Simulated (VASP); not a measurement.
Set up this calculation in VASP 6.6.1, as the native input.

- Task: single point
- Functional: r2SCAN
- Potentials or basis: VASP PAW PBE potentials, release 64 (Zr_sv)
- Cutoff: 520 eV
- k mesh: 11 × 11 × 6
- Occupations: fermi-dirac, width 0.01 eV
- Spin: no spin polarisation
- Dipole correction: no
- Further INCAR settings: ALGO = Normal; EDIFF = 1e-06; NBANDS = 19

The system is Zr.

```
Zr
1.0
     3.24458    0.00000    0.00000
    -1.62229    2.80989    0.00000
     0.00000    0.00000    5.15736
Zr
2
Cartesian
  0.0000 1.8733 1.2893
  1.6223 0.9366 3.8680
```

The input as run:

POSCAR

```
Zr
1.0
    3.2445832200      0.0000000000      0.0000000000
   -1.6222916100      2.8098914932      0.0000000000
    0.0000000000      0.0000000000      5.1573641137
Zr
2
Direct
    0.3333333333      0.6666666667      0.2500000000
    0.6666666667      0.3333333333      0.7500000000
```

INCAR.step1

```
SYSTEM = Zr
PREC = Accurate ; ENCUT = 520
ISMEAR = -1 ; SIGMA = 0.01
LREAL = .False. ; LASPH = .True.
NELM = 80 ; NBANDS = 19
GGA = PE ; ALGO = Normal
EDIFF = 1E-4 ; LWAVE = .True.
LCHARG = .False.
```

INCAR.step2

```
SYSTEM = Zr
PREC = Accurate ; ENCUT = 520
EDIFF = 1E-6 ; ISMEAR = -1
SIGMA = 0.01 ; LREAL = .False.
LASPH = .True. ; NELM = 80
ALGO = Normal ; ISIF = 2
LWAVE = .False. ; LCHARG = .False.
METAGGA = R2SCAN ; LMIXTAU = .True.
NBANDS = 19 ; ISTART = 1
```

KPOINTS

```
Automatic mesh
0
Gamma
  11 11 6
  0 0 0
```

Potentials or basis: VASP PAW PBE potentials, release 64 (Zr_sv).

Run with:

```sh
$ cat potpaw_PBE.64/Zr_sv/POTCAR > POTCAR
$ cp INCAR.step1 INCAR
$ mpirun -np 1 vasp_std > vasp.out
$ cp INCAR.step2 INCAR
$ mpirun -np 1 vasp_std > vasp.out
```

Results of the run:

```
Pressure               : -0.2 GPa
Band gap on the k mesh : zero (bands 12 and 13 overlap by 1.14 eV)
```

Caveat: the PAW data sets were made with another functional, which shifts forces and pressure a little.

Wall time 3.7 min on 1 thread of Intel Xeon 8259CL, with other jobs on the host, peak memory 0.19 GiB.
